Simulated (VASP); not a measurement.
Here is a VASP 6.6.1 calculation.

INCAR

```
ALGO = Normal
EDIFF = 1E-6
ENCUT = 600
GGA = CA
GGA_COMPAT = F
ISIF = 2
ISMEAR = -1
LASPH = T
LCHARG = F
LREAL = F
LWAVE = F
NBANDS = 16
NELM = 120
PREC = Accurate
SIGMA = 0.05
```

KPOINTS

```
k-points
0
Gamma
  10 10 10
```

File POSCAR:

```
CdO
1.0
    0.0000000000      2.3337310685      2.3337310685
    2.3337310685      0.0000000000      2.3337310685
    2.3337310685      2.3337310685      0.0000000000
Cd O
1 1
Direct
    0.0000000000      0.0000000000      0.0000000000
    0.5000000000      0.5000000000      0.5000000000
```

Potentials or basis: VASP PAW LDA potentials, release 64 (Cd, O).

Command:

```console
$ cat potpaw_LDA.64/Cd/POTCAR potpaw_LDA.64/O/POTCAR > POTCAR
$ mpirun -np 1 vasp_std > vasp.out
```

(1) Estimate the pressure.

(2) What does it give for the band gap on the k mesh?

## Answers

(1) -1.6 GPa.

(2) zero (band 9 reaches 1.99 eV, above the bottom of band 10 at 1.51 eV).
